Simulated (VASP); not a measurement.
# Tl3S (I4/mmm) in VASP: a series of runs

Aim: see how the results for Tl3S move with the level of theory and the settings. Levels: PBE-based screened hybrid with 5 % exact exchange, PBE-based screened hybrid with 10 % exact exchange. Tasks: single point.

Program: VASP 6.6.1. These are calculated values, not measurements. Logs are shortened: lines on timing, memory, paths and dates and some standing lists are left out, and cuts for length are marked.

### Step 1. The cell of the first run

Symmetry: I4/mmm, No. 139, tetragonal system. The conventional cell has a = 4.702 Å, b = 4.702 Å, c = 10.286 Å, α = 90.00°, β = 90.00°, γ = 90.00°. Tl (site symmetry 4/mmm) has 4 S at 3.32 Å and 8 Tl at 3.48 Å within 4.4 Å. Tl (site symmetry -4m2) has 8 Tl at 3.32 to 3.48 Å and 4 S at 3.48 Å within 4.4 Å. Within 4.4 Å of S (site symmetry 4/mmm) lie 12 Tl at 3.32 to 3.48 Å.

### Step 2. Single point, PBE-based screened hybrid with 5 % exact exchange

The input, POSCAR:

```
Tl3S
1.0
   -2.3509700000      2.3509700000      5.1428010000
    2.3509700000     -2.3509700000      5.1428010000
    2.3509700000      2.3509700000     -5.1428010000
Tl S
3 1
Direct
    0.5000000000      0.5000000000      0.0000000000
    0.2500000000      0.7500000000      0.5000000000
    0.7500000000      0.2500000000      0.5000000000
    0.0000000000      0.0000000000      0.0000000000
```

The input, INCAR.step1:

```
SYSTEM = Tl3S
PREC = Accurate
ENCUT = 520
EDIFF = 1E-5
ISMEAR = -1
SIGMA = 0.05
LREAL = .False.
LASPH = .True.
NELM = 80
ALGO = Normal
ISIF = 2
LWAVE = .True.
NBANDS = 30
GGA = PE
LUSENCCL = .False.
```

The input, INCAR.step2:

```
SYSTEM = Tl3S
PREC = Accurate
ENCUT = 520
EDIFF = 1E-6
ISMEAR = -1
SIGMA = 0.05
LREAL = .False.
LASPH = .True.
NELM = 80
ALGO = Normal
ISIF = 2
LWAVE = .False.
LCHARG = .True.
GGA = PE
LHFCALC = .True.
AEXX = 0.05
HFSCREEN = 0.2
PRECFOCK = Normal
LELF = .True.
LVHAR = .True.
NBANDS = 30
ISTART = 1
LUSENCCL = .False.
```

The input, KPOINTS:

```
regular mesh
0
Gamma
  4 4 4
  0 0 0
```

Potentials or basis: VASP PAW PBE potentials, release 64 (Tl_d, S).

On the command line:

```bash
$ cat potpaw_PBE.64/Tl_d/POTCAR potpaw_PBE.64/S/POTCAR > POTCAR
$ cp INCAR.step1 INCAR
$ mpirun -np 1 vasp_std > vasp.out
$ cp INCAR.step2 INCAR
$ mpirun -np 1 vasp_std > vasp.out
```

OUTCAR:

```text
SYSTEM = Tl3S
   PREC = Accurate
   ENCUT = 520
   EDIFF = 1E-6
   ISMEAR = -1
   LREAL = .False.
   LASPH = .True.
   NELM = 80
   ISIF = 2
   GGA = PE
   LHFCALC = .True.
   AEXX = 0.05
   HFSCREEN = 0.2
   PRECFOCK = Normal
   ISTART = 1

 ion  position               nearest neighbor table
   1  0.500  0.500  0.000-   4 3.32   4 3.32   4 3.32   4 3.32   2 3.48   2 3.48   3 3.48   3 3.48
                             3 3.48   2 3.48   3 3.48   2 3.48
   2  0.250  0.750  0.500-   3 3.32   3 3.32   3 3.32   3 3.32   1 3.48   1 3.48   1 3.48   1 3.48

   3  0.750  0.250  0.500-   2 3.32   2 3.32   2 3.32   2 3.32   1 3.48   1 3.48   1 3.48   1 3.48

   4  0.000  0.000  0.000-   1 3.32   1 3.32   1 3.32   1 3.32

  LATTYP: Found a body centered tetragonal cell.
 ALAT       =     4.7019400000
 C/A-ratio  =     2.1875230224

  Lattice vectors:

 A1 = (  -2.3509700000,   2.3509700000,   5.1428010000)
 A2 = (   2.3509700000,  -2.3509700000,   5.1428010000)
 A3 = (   2.3509700000,   2.3509700000,  -5.1428010000)

Analysis of symmetry for initial positions (statically):
=====================================================================
 Subroutine PRICEL returns:
 Original cell was already a primitive cell.

 Routine SETGRP: Setting up the symmetry group for a
 body centered tetragonal supercell.

 Subroutine GETGRP returns: Found 16 space group operations
 (whereof 16 operations were pure point group operations)
 out of a pool of 16 trial point group operations.

The static configuration has the point symmetry D_4h.

Analysis of symmetry for dynamics (positions and initial velocities):
=====================================================================
 Subroutine PRICEL returns:
 Original cell was already a primitive cell.

 Routine SETGRP: Setting up the symmetry group for a
 body centered tetragonal supercell.

 Subroutine GETGRP returns: Found 16 space group operations
 (whereof 16 operations were pure point group operations)
 out of a pool of 16 trial point group operations.

The dynamic configuration has the point symmetry D_4h.

 Subroutine INISYM returns: Found 16 space group operations
 (whereof 16 operations are pure point group operations),
 and found     1 'primitive' translations

----------------------------------------------------------------------------------------

                                     Primitive cell

  volume of cell :     113.6983

  direct lattice vectors                    reciprocal lattice vectors
    -2.350970000  2.350970000  5.142801000     0.000000000  0.212678171  0.097223284
     2.350970000 -2.350970000  5.142801000     0.212678171  0.000000000  0.097223284
     2.350970000  2.350970000 -5.142801000     0.212678171  0.212678171  0.000000000

  length of vectors
     6.123930275  6.123930275  6.123930275     0.233846897  0.233846897  0.300772354

  position of ions in fractional coordinates (direct lattice)
     0.500000000  0.500000000  0.000000000
     0.250000000  0.750000000  0.500000000
     0.750000000  0.250000000  0.500000000
     0.000000000  0.000000000  0.000000000

  ion indices of the primitive-cell ions
   primitive index   ion index
                 1           1
                 2           2
                 3           3
                 4           4

----------------------------------------------------------------------------------------

 KPOINTS: regular mesh

Automatic generation of k-mesh.
 Grid dimensions read from file:
 generate k-points for:    4    4    4

 Generating k-lattice:

  Cartesian coordinates                     Fractional coordinates (reciprocal lattice)
     0.000000000  0.053169543  0.024305821     0.250000000  0.000000000  0.000000000
     0.053169543  0.000000000  0.024305821     0.000000000  0.250000000  0.000000000
     0.053169543  0.053169543  0.000000000     0.000000000  0.000000000  0.250000000

  Length of vectors
     0.058461724  0.058461724  0.075193089

  Shift w.r.t. Gamma in fractional coordinates (k-lattice)
     0.000000000  0.000000000  0.000000000

 Subroutine IBZKPT returns following result:
 ===========================================

 Found     13 irreducible k-points:

 Following reciprocal coordinates:
            Coordinates               Weight
  0.000000  0.000000  0.000000      1.000000
  0.250000  0.000000  0.000000      8.000000
  0.500000  0.000000  0.000000      4.000000
  0.250000  0.250000  0.000000      8.000000
  0.500000  0.250000  0.000000     16.000000
 -0.250000  0.250000  0.000000      4.000000
  0.500000  0.500000  0.000000      2.000000
  0.250000  0.250000  0.250000      2.000000
 -0.250000  0.250000  0.250000      4.000000
  0.500000  0.500000  0.250000      4.000000
 -0.250000  0.500000  0.250000      8.000000
 -0.250000 -0.250000  0.250000      2.000000
  0.500000  0.500000  0.500000      1.000000
   k-points           NKPTS =     13   k-points in BZ     NKDIM =     64   number of bands    NBANDS=     30
   number of dos      NEDOS =    301   number of ions     NIONS =      4
   total plane-waves  NPLWV = 110592
   dimension x,y,z NGX =    48 NGY =   48 NGZ =   48
   dimension x,y,z NGXF=    96 NGYF=   96 NGZF=   96
   ions per type =               3   1
   NGX,Y,Z   is equivalent  to a cutoff of  13.03, 13.03, 13.03 a.u.
   NGXF,Y,Z  is equivalent  to a cutoff of  26.06, 26.06, 26.06 a.u.
 SYSTEM =  Tl3S
   PREC   = accura    normal or accurate (medium, high low for compatibility)
   ISTART =      1    job   : 0-new  1-cont  2-samecut
   ICHARG =      0    charge: 1-file 2-atom 10-const
   ISPIN  =      1    spin polarized calculation?
   LNONCOLLINEAR =      F non collinear calculations
   LSORBIT =      F    spin-orbit coupling
   LASPH  =      T    aspherical Exc in radial PAW
   ENCUT  =  520.0 eV  38.22 Ry    6.18 a.u.  11.39 11.39 11.39*2*pi/ulx,y,z
   NELM   =     80;   NELMIN=  2; NELMDL=  0     # of ELM steps
   EDIFF  = 0.1E-05   stopping-criterion for ELM
   LREAL  =      F    real-space projection
   EDIFFG = 0.1E-04   stopping-criterion for IOM
   NSW    =      0    number of steps for IOM
   IBRION =     -1    ionic relax: 0-MD 1-quasi-New 2-CG
   NFREE  =      0    steps in history (QN), initial steepest desc. (CG)
   ISIF   =      2    stress and relaxation
   ISYM   =      3    0-nonsym 1-usesym 2-fastsym
   POTIM  = 0.5000    time-step for ionic-motion
   TEBEG  =    0.0;   TEEND  =   0.0 temperature during run
   PSTRESS=    0.0 pullay stress
   NELECT =      45.0000    total number of electrons
   NUPDOWN=      -1.0000    fix difference up-down
   EMIN   =  10.00;   EMAX   =-10.00  energy-range for DOS
   EFERMI =   0.00;   METHOD = LEGACY
   ISMEAR =    -1;   SIGMA  =   0.05  broadening in eV -4-tet -1-fermi 0-gaus
   EFERMI_NEDOS =   21; number of points for ismear=-14 and -15
   IALGO  =     38    algorithm
   IMIX   =      1    mixing-type and parameters
     AMIX     =   0.40;   BMIX     =  1.00
     AMIX_MAG =   1.60;   BMIX_MAG =  1.00
  volume/ion in A,a.u.               =      28.42       191.82
  Fermi-wavevector in a.u.,A,eV,Ry     =   1.201972  2.271398 19.656838  1.444737
  Thomas-Fermi vector in A             =   2.337766
   LORBIT       =      0    0 simple, 1 ext, 2 COOP (PROOUT), +10 PAW based schemes
   GGA     = PE    functional components
   LHFCALC =     T    Hartree Fock is set to
   PRECFOCK=normal    Normal, Fast or Accurate (Low or Medium for compatibility)
   ENCUT4O =  -1.0   cutoff for four orbital integrals eV
   NKREDX  =     1    reduce k-point grid by
   NKREDY  =     1    reduce k-point grid by
   NKREDZ  =     1    reduce k-point grid by
   AEXX    =    0.0500 exact exchange contribution
   HFSCREEN=    0.2000 screening length (either q_TF or 0.3 A-1)
   HFSCREENC=   0.2000 screening length for correlation (either q_TF or 0.3 A-1)
   ENCUTFOCK=  -1.0 apply spherical cutoff to Coloumb kernel
   IVDW    =     0    specifies the selected vdW correction
   LEPSILON=     F    determine dielectric tensor
   LRPA    =     F    only Hartree local field effects (RPA)
 non-spin polarized calculation
  energy-cutoff  :      520.00
  volume of cell :      113.70
 maximum number of plane-waves:      3083
 NGX is ok and might be reduce to    48
  NGX = 36; NGY = 36; NGZ = 36

 number of electron      44.9999998 magnetization

 Free energy of the ion-electron system (eV)
  ---------------------------------------------------
  ext. energy  EPLUGINS =         0.00000000
  ---------------------------------------------------
  free energy    TOTEN  =       -11.53644087 eV

  energy without entropy =      -11.52123788  energy(sigma->0) =      -11.52883937

 E-fermi :   5.2623     XC(G=0):  -9.4122

 val. band max:        5.1742004189   @ k =   0.5000   0.0000   0.0000
 cond. band min:       5.4025031201   @ k =   0.2500   0.2500   0.0000
 fundamental gap:      0.2283027011
 Fermi energy:         5.2622506086

 k-point     1 :       0.0000    0.0000    0.0000
  band No.  band energies     occupation
      1      -6.9713      2.00000
      2      -6.9349      2.00000
      3      -6.7677      2.00000
      4      -6.6406      2.00000
      5      -6.5629      2.00000
      6      -6.5629      2.00000
[... 22 lines left out ...]
     29      12.1919      0.00000
     30      13.2023      0.00000

 k-point     2 :       0.2500    0.0000    0.0000
  band No.  band energies     occupation
      1      -6.8658      2.00000
      2      -6.8503      2.00000
      3      -6.6701      2.00000
      4      -6.5944      2.00000
      5      -6.5867      2.00000
      6      -6.4716      2.00000
[... 22 lines left out ...]
     29      11.6335      0.00000
     30      12.1969      0.00000

 k-point     3 :       0.5000    0.0000    0.0000
  band No.  band energies     occupation
      1      -6.7487      2.00000
      2      -6.6222      2.00000
      3      -6.6173      2.00000
      4      -6.5292      2.00000
      5      -6.5263      2.00000
      6      -6.4876      2.00000
[... 319 lines left out ...]
     29      11.0788      0.00000
     30      13.0288      0.00000

 k-point    13 :       0.5000    0.5000    0.5000
  band No.  band energies     occupation
      1      -6.9995      2.00000
      2      -6.9605      2.00000
      3      -6.7208      2.00000
      4      -6.7208      2.00000
      5      -6.6694      2.00000
      6      -6.5032      2.00000
[... 22 lines left out ...]
     29      11.1546      0.00000
     30      12.2645      0.00000

------------------------ aborting loop because EDIFF is reached ----------------------------------------

  FORCE on cell =-STRESS in cart. coord.  units (eV):
  Direction    XX          YY          ZZ          XY          YZ          ZX
  --------------------------------------------------------------------------------------
  -------------------------------------------------------------------------------------
  Total        0.0286065      0.0286065     -0.4231961      0.0000000      0.0000000      0.0000000
  in kB        0.4031086      0.4031086     -5.9634607      0.0000000      0.0000000      0.0000000
  external PRESSURE =      -1.7190812 kB  Pullay stress =       0.0000000 kB

 VOLUME and BASIS-vectors are now :
 -----------------------------------------------------------------------------
  energy-cutoff  :      520.00
  volume of cell :      113.70
      direct lattice vectors                 reciprocal lattice vectors
    -2.350970000  2.350970000  5.142801000     0.000000000  0.212678171  0.097223284
     2.350970000 -2.350970000  5.142801000     0.212678171  0.000000000  0.097223284
     2.350970000  2.350970000 -5.142801000     0.212678171  0.212678171  0.000000000

 POSITION                                       TOTAL-FORCE (eV/Angst)
 -----------------------------------------------------------------------------------
      0.00000      0.00000      5.14280         0.000000      0.000000     -0.000000
      2.35097      0.00000      2.57140        -0.000000      0.000000      0.000000
      0.00000      2.35097      2.57140         0.000000     -0.000000      0.000000
      0.00000      0.00000      0.00000         0.000000      0.000000     -0.000000
 -----------------------------------------------------------------------------------
    total drift:                                0.000000     -0.000000     -0.000000

  FREE ENERGIE OF THE ION-ELECTRON SYSTEM (eV)
  ---------------------------------------------------
  free  energy   TOTEN  =       -11.5364408697 eV

  energy  without entropy=      -11.5212378798  energy(sigma->0) =      -11.52883937
```

Run time: 15 min. Hardware: 1 × NVIDIA H100 80GB with 1 thread of AMD EPYC 7R13 (Zen 3), shared host; peak memory 1.4 GiB.

Results:

```yaml
Free_energy: -11.5364 eV
Pressure: -0.2 GPa
Band_gap_on_the_k_mesh: zero (an odd number of electrons rules out a gap without spin polarisation)
```

Stress tensor (GPa, compression positive):
```
 0.04  0.00  0.00
 0.00  0.04  0.00
 0.00  0.00 -0.60
```

Levels at points of the mesh, in eV from the Fermi level:
```
           k point  band 19  band 20  band 21  band 22  band 23  band 24  band 25  band 26
(0.00, 0.00, 0.00)    -2.97    -2.92    -1.84    -1.84     0.57     0.57     0.83     2.85
(0.50, 0.00, 0.00)    -4.72    -1.46    -1.36    -0.49    -0.09     1.60     2.80     3.54
(0.50, 0.50, 0.00)    -5.31    -3.44    -3.23    -1.37    -0.21    -0.13     2.39     3.26
(0.50, 0.50, 0.50)    -3.05    -2.47    -2.47    -0.60     1.45     1.45     3.59     4.59
```

Caveat: the k points lie up to 0.37 Å⁻¹ apart, too coarse for converged energies and pressures of a metal; the PAW data sets were made with another functional, which shifts forces and pressure a little; spin-orbit coupling is left out, which moves the levels of the heavy elements.

(Part 1 of 2 ends here.)
